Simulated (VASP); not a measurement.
Runs of VASP 6.6.1 on MgCdTe3. The structure is that of space group P6/mmm (No. 191), or close to it. The cells are those of the table. The cell was generated, and may not be a known phase.

```tsv
task	cell	k mesh	cutoff (eV)	gap on the mesh (eV)	pressure (GPa)	relaxed volume (Å³/atom)
single point	a = 6.081, b = 6.081, c = 5.534 Å, angles 90.0, 90.0, 120.0°, 5 atoms	3 × 3 × 4	520	none	6.6	-
relaxation of cell and atoms	relaxed from a = 6.081, b = 6.081, c = 5.534 Å, angles 90.0, 90.0, 120.0°, 5 atoms	3 × 3 × 4	600	none	0.0	40.37
single point	a = 6.502, b = 6.502, c = 5.506 Å, angles 90.0, 90.0, 120.0°, 5 atoms	3 × 3 × 4	520	none	0.0	-
relaxation of cell and atoms	relaxed from a = 6.502, b = 6.502, c = 5.506 Å, angles 90.0, 90.0, 120.0°, 5 atoms	6 × 6 × 8	600	none	0.0	(a)
single point	a = 6.414, b = 6.414, c = 5.521 Å, angles 90.0, 90.0, 120.0°, 5 atoms	6 × 6 × 8	520	none	0.0	-
```

Alike in all rows: level PBE; potentials or basis VASP PAW PBE potentials, release 64 (Mg, Cd, Te); no spin polarisation; smearing gaussian 0.1 eV.

Fill in the values left out.

(a) 39.30.

Caveats: some runs use coarse meshes; spin-orbit coupling is left out, which moves the levels of the heavy elements; semilocal functionals underestimate gaps, and a narrow one can read as zero (at least some runs).

A k mesh can miss the band edges, and the runs leave out spin-orbit coupling on Cd, Te.

A gap of «none» marks levels without a gap at the run's occupations.
